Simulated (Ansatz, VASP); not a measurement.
**Ta4O: VASP beside Ansatz**

```
Ta O
1.0
     3.25750    0.00000    0.00000
     0.00000    3.25750    0.00000
     0.00000    0.00000    7.40934
Ta O
4 1
Direct
  0.00000 0.00000 0.50000
  0.50000 0.50000 0.78316
  0.50000 0.50000 0.21684
  0.00000 0.00000 0.00000
  0.50000 0.50000 0.50000
```

Alike in both runs: task single point; functional PBEsol; k mesh 12 × 12 × 6; occupations fermi-dirac, width 0.1 eV; no spin polarisation.

|  | VASP | Ansatz |
| --- | --- | --- |
| version | VASP 6.6.1 | Ansatz 0.2.0 |
| potentials or method | VASP PAW PBE potentials, release 64 (Ta_pv, O), cutoff 520 eV | scalar-relativistic, plane waves, PAW |
| valence electrons in the cell | 50 | 58 |

```csv
,VASP,Ansatz,Ansatz less VASP
gap on the k mesh at the Fermi level (eV),none,none,-
pressure (GPa),-7.8,-8.0,-0.28
"traceless stress, the component that is largest in VASP (GPa)",-0.26,-0.38,-0.124
rms of the force components (eV/Å),0.023,0.036,+0.0128
```

VASP's potentials were made for PBE, not for PBEsol. Atom by atom the forces differ by 0.013 eV/Å (rms over components). A gap of «none» marks a metal or a gap that the smearing closes. VASP's potentials hold 50 valence electrons a cell and Ansatz's 58, so a difference there can come from the potentials and not from the codes.

Neither program's run includes spin-orbit coupling.
